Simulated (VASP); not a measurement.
# NbCd3 (Pm-3m) in VASP: a series of runs, part 2 of 2

VASP 6.6.1. Earlier steps stand in the parts before.

## Step 3: Single point, PBE

This run uses another cell than the first one, of 17.32 Å³/atom, 1.028 times its volume.

Contents of INCAR:

```
PREC = Accurate
ENCUT = 520
EDIFF = 1E-6
ISMEAR = 1
SIGMA = 0.15
LREAL = F
LASPH = T
NELM = 60
ALGO = Normal
ISIF = 2
LWAVE = F
LCHARG = F
GGA = PE
NBANDS = 32
```

Contents of KPOINTS:

```
Automatic mesh
0
Gamma
  6 6 6
```

Contents of POSCAR:

```
NbCd3
1.0
    4.1068750505      0.0000000000      0.0000000000
    0.0000000000      4.1068750505      0.0000000000
    0.0000000000      0.0000000000      4.1068750505
Nb Cd
1 3
Direct
    0.0000000000      0.0000000000      0.0000000000
    0.0000000000      0.5000000000      0.5000000000
    0.5000000000      0.0000000000      0.5000000000
    0.5000000000      0.5000000000      0.0000000000
```

Potentials or basis: VASP PAW PBE potentials, release 64 (Nb_sv, Cd).

Launch:

```bash
$ cat potpaw_PBE.64/Nb_sv/POTCAR potpaw_PBE.64/Cd/POTCAR > POTCAR
$ mpirun -np 1 vasp_std > vasp.out
```

OUTCAR:

```text
PREC = Accurate
   ENCUT = 520
   EDIFF = 1E-6
   ISMEAR = 1
   LREAL = F
   LASPH = T
   NELM = 60
   ISIF = 2
   GGA = PE

 ion  position               nearest neighbor table
   1  0.000  0.000  0.000-   2 2.90   3 2.90   4 2.90   2 2.90   3 2.90   2 2.90   4 2.90   2 2.90
                             3 2.90   4 2.90   3 2.90   4 2.90
   2  0.000  0.500  0.500-   1 2.90   3 2.90   4 2.90   1 2.90   4 2.90   1 2.90   3 2.90   1 2.90
                             3 2.90   4 2.90   4 2.90   3 2.90
   3  0.500  0.000  0.500-   1 2.90   2 2.90   4 2.90   1 2.90   4 2.90   2 2.90   4 2.90   4 2.90
                             1 2.90   2 2.90   1 2.90   2 2.90
   4  0.500  0.500  0.000-   1 2.90   2 2.90   3 2.90   2 2.90   3 2.90   1 2.90   3 2.90   3 2.90
                             1 2.90   2 2.90   2 2.90   1 2.90

  LATTYP: Found a simple cubic cell.
 ALAT       =     4.1068750505

  Lattice vectors:

 A1 = (   4.1068750505,   0.0000000000,   0.0000000000)
 A2 = (   0.0000000000,   4.1068750505,   0.0000000000)
 A3 = (   0.0000000000,   0.0000000000,   4.1068750505)

Analysis of symmetry for initial positions (statically):
=====================================================================
 Subroutine PRICEL returns:
 Original cell was already a primitive cell.

 Routine SETGRP: Setting up the symmetry group for a
 simple cubic supercell.

 Subroutine GETGRP returns: Found 48 space group operations
 (whereof 48 operations were pure point group operations)
 out of a pool of 48 trial point group operations.

The static configuration has the point symmetry O_h .

Analysis of symmetry for dynamics (positions and initial velocities):
=====================================================================
 Subroutine PRICEL returns:
 Original cell was already a primitive cell.

 Routine SETGRP: Setting up the symmetry group for a
 simple cubic supercell.

 Subroutine GETGRP returns: Found 48 space group operations
 (whereof 48 operations were pure point group operations)
 out of a pool of 48 trial point group operations.

The dynamic configuration has the point symmetry O_h .
[... 119 lines left out ...]
  volume/ion in A,a.u.               =      17.32       116.86
  Fermi-wavevector in a.u.,A,eV,Ry     =   1.458687  2.756518 28.950028  2.127767
  Thomas-Fermi vector in A             =   2.575342
   LORBIT       =      0    0 simple, 1 ext, 2 COOP (PROOUT), +10 PAW based schemes
   GGA     = PE    functional components
   LHFCALC =     F    Hartree Fock is set to
   AEXX    =    0.0000 exact exchange contribution
   IVDW    =     0    specifies the selected vdW correction
   LEPSILON=     F    determine dielectric tensor
   LRPA    =     F    only Hartree local field effects (RPA)
 non-spin polarized calculation
 Methfessel and Paxton  Order N= 1 SIGMA  =   0.15
  energy-cutoff  :      520.00
  volume of cell :       69.27
 maximum number of plane-waves:      1890
 NGX is ok and might be reduce to    32
   NGX = 15   NGY = 15   NGZ = 15

 number of electron      48.9999965 magnetization

 Free energy of the ion-electron system (eV)
  ---------------------------------------------------
  ext. energy  EPLUGINS =         0.00000000
  ---------------------------------------------------
  free energy    TOTEN  =       -11.26360504 eV

  energy without entropy =      -11.25757722  energy(sigma->0) =      -11.26159577

 E-fermi :   6.0518     XC(G=0): -12.3880

 val. band max:        6.0506689284   @ k =   0.3333   0.3333   0.0000
 cond. band min:       6.0636883293   @ k =   0.1667   0.1667   0.1667
 fundamental gap:      0.0130194009
 Fermi energy:         6.0517830335

 k-point     1 :       0.0000    0.0000    0.0000
  band No.  band energies     occupation
      1     -48.7013      2.00000
      2     -24.8027      2.00000
      3     -24.8027      2.00000
      4     -24.8027      2.00000
      5      -4.1525      2.00000
      6      -3.8530      2.00000
[... 689 lines left out ...]
     31      10.8838      0.00000
     32      10.8838      0.00000

------------------------ aborting loop because EDIFF is reached ----------------------------------------

  FORCE on cell =-STRESS in cart. coord.  units (eV):
  Direction    XX          YY          ZZ          XY          YZ          ZX
  --------------------------------------------------------------------------------------
  -------------------------------------------------------------------------------------
  Total        8.6783187      8.6783187      8.6783187      0.0000000      0.0000000     -0.0000000
  in kB      200.7297333    200.7297333    200.7297333      0.0000000      0.0000000     -0.0000000
  external PRESSURE =     200.7297333 kB  Pullay stress =       0.0000000 kB

 VOLUME and BASIS-vectors are now :
 -----------------------------------------------------------------------------
  energy-cutoff  :      520.00
  volume of cell :       69.27
      direct lattice vectors                 reciprocal lattice vectors
     4.106875051  0.000000000  0.000000000     0.243494138  0.000000000  0.000000000
     0.000000000  4.106875051  0.000000000     0.000000000  0.243494138  0.000000000
     0.000000000  0.000000000  4.106875051     0.000000000  0.000000000  0.243494138

 POSITION                                       TOTAL-FORCE (eV/Angst)
 -----------------------------------------------------------------------------------
      0.00000      0.00000      0.00000         0.000000      0.000000      0.000000
      0.00000      2.05344      2.05344         0.000000      0.000000      0.000000
      2.05344      0.00000      2.05344         0.000000      0.000000      0.000000
      2.05344      2.05344      0.00000         0.000000      0.000000      0.000000
 -----------------------------------------------------------------------------------
    total drift:                                0.000000     -0.000000     -0.000000

  FREE ENERGIE OF THE ION-ELECTRON SYSTEM (eV)
  ---------------------------------------------------
  free  energy   TOTEN  =       -11.2636050396 eV

  energy  without entropy=      -11.2575772239  energy(sigma->0) =      -11.26159577
```

OSZICAR:

```text
N       E                     dE             d eps       ncg     rms          rms(c)
DAV:   1     0.483758707728E+03    0.48376E+03   -0.26420E+04  1280   0.160E+03
DAV:   2     0.704071322220E+01   -0.47672E+03   -0.46200E+03  1392   0.500E+02
DAV:   3    -0.112718143092E+02   -0.18313E+02   -0.17749E+02  1824   0.985E+01
DAV:   4    -0.120036296941E+02   -0.73182E+00   -0.72854E+00  1880   0.152E+01
DAV:   5    -0.120156795793E+02   -0.12050E-01   -0.12048E-01  1712   0.179E+00    0.119E+01
DAV:   6    -0.113633972110E+02    0.65228E+00   -0.14061E+00  1600   0.115E+01    0.781E+00
DAV:   7    -0.112693615853E+02    0.94036E-01   -0.29156E-01  1704   0.402E+00    0.343E+00
DAV:   8    -0.112640816302E+02    0.52800E-02   -0.46736E-02  1584   0.203E+00    0.506E-01
DAV:   9    -0.112635261546E+02    0.55548E-03   -0.30515E-03  1632   0.484E-01    0.217E-01
DAV:  10    -0.112635907336E+02   -0.64579E-04   -0.51430E-04  1528   0.161E-01    0.546E-02
DAV:  11    -0.112636067016E+02   -0.15968E-04   -0.46441E-05  1584   0.646E-02    0.248E-02
DAV:  12    -0.112636050304E+02    0.16713E-05   -0.24667E-06  1248   0.123E-02    0.524E-03
DAV:  13    -0.112636050396E+02   -0.92305E-08   -0.28353E-07   816   0.492E-03
   1 F= -.11263605E+02 E0= -.11261596E+02  d E =-.602782E-02
```

stdout:

```text
POSCAR found type information on POSCAR NbCd
 POSCAR found :  2 types and       4 ions
 scaLAPACK will be used
 LDA part: xc-table for (Slater+PW92), standard interpolation
 POSCAR, INCAR and KPOINTS ok, starting setup
 FFT: planning ... GRIDC
 FFT: planning ... GRID_SOFT
 FFT: planning ... GRID
 WAVECAR not read
 entering main loop
```

Run time: 17 s. Hardware: 1 thread of Intel Xeon Platinum 8559C (Emerald Rapids), shared host; peak memory 0.19 GiB.

What came out:

- Free energy: -11.2636 eV
- Pressure: 20.1 GPa
